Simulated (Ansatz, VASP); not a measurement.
# SrTe in VASP and in Ansatz

```
Sr Te
1.0
     0.00000    3.26353    3.26353
     3.26353    0.00000    3.26353
     3.26353    3.26353    0.00000
Sr Te
1 1
Direct
  0.00000 0.00000 0.00000
  0.50000 0.50000 0.50000
```

Alike in both runs: functional LDA; k mesh 8 × 8 × 8; occupations gaussian, width 0.02 eV; no spin polarisation.

Ansatz relaxed the structure, and its values are those at the end. VASP's run is a single point on that final structure, the one shown.

|  | VASP | Ansatz |
| --- | --- | --- |
| version | VASP 6.6.1 | Ansatz 0.2.0 |
| potentials or method | VASP PAW LDA potentials, release 64 (Sr_sv, Te), cutoff 500 eV | scalar-relativistic, plane waves, PAW |
| valence electrons in the cell | 16 | 26 |

```tsv
	VASP	Ansatz	Ansatz less VASP
gap on the k mesh at the Fermi level (eV)	1.40	1.44	+0.038
least direct gap on the mesh (eV)	2.19	2.22	+0.030
pressure (GPa)	0.2	0.0	-0.17
```

Ansatz warns that its potentials were made for another functional, while VASP's fit it. LDA's correlation is that of Perdew and Zunger in VASP and of Perdew and Wang (1992) in Ansatz. VASP's potentials hold 16 valence electrons a cell and Ansatz's 26, so a difference there can come from the potentials and not from the codes.

Neither program's run includes spin-orbit coupling.
